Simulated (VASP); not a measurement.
Here is a VASP 6.6.1 calculation.

File INCAR:

```
SYSTEM = MgO2
PREC = Accurate
ENCUT = 600
EDIFF = 1E-6
ISMEAR = 0
SIGMA = 0.02
LREAL = .FALSE.
LASPH = .TRUE.
NELM = 80
ALGO = Normal
ISIF = 4
LWAVE = .FALSE.
LCHARG = .FALSE.
GGA = PS
IBRION = 2
NSW = 50
EDIFFG = -0.01
```

File KPOINTS:

```
Automatic mesh
0
G
  12 12 12
  0 0 0
```

The input POSCAR:

```
MgO2
1.0
    1.6179967992      0.9341508875      3.5116403782
   -1.6179967992      0.9341508875      3.5116403782
    0.0000000000     -1.8683017751      3.5116403782
Mg O
1 2
Direct
    0.0000000000      0.0000000000      0.0000000000
    0.4291822502      0.4291822502      0.4291822502
    0.5708177498      0.5708177498      0.5708177498
```

Potentials or basis: VASP PAW PBE potentials, release 64 (Mg, O).

Run with:

```console
$ cat potpaw_PBE.64/Mg/POTCAR potpaw_PBE.64/O/POTCAR > POTCAR
$ mpirun -np 1 vasp_std > vasp.out
```

(1) Predict the band gap on the k mesh.

## Answers

(1) 2.21 eV.
